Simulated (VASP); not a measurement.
A run of VASP 6.6.1 is set up as follows.

INCAR

```
SYSTEM = Cu
PREC = Accurate ; ENCUT = 820
EDIFF = 1E-6 ; ISMEAR = 0
SIGMA = 0.016 ; LREAL = .FALSE.
LASPH = .TRUE. ; NELM = 120
ALGO = Normal ; ISIF = 2
LWAVE = .FALSE. ; LCHARG = .TRUE.
GGA = PE ; LELF = .TRUE.
LVHAR = .TRUE. ; NBANDS = 16
GGA_COMPAT = .FALSE.
```

The input KPOINTS:

```
regular mesh
0
G
  13 13 13
  0 0 0
```

Contents of POSCAR:

```
Cu
1.0
   -1.4427933200      1.4427933200      1.3760814500
    1.4427933200     -1.4427933200      1.3760814500
    1.4427933200      1.4427933200     -1.3760814500
Cu
1
Direct
    0.0000000000      0.0000000000      0.0000000000
```

Potentials or basis: VASP PAW PBE potentials, release 64 (Cu_sv_GW).

Command:

```sh
$ cat potpaw_PBE.64/Cu_sv_GW/POTCAR > POTCAR
$ mpirun -np 1 vasp_std > vasp.out
```

(1) What does it give for the band gap on the k mesh?

(2) Estimate the pressure.

## Answers

(1) zero (an odd number of electrons rules out a gap without spin polarisation).

(2) 5.9 GPa.

Caveat: the cell stands under pressure.
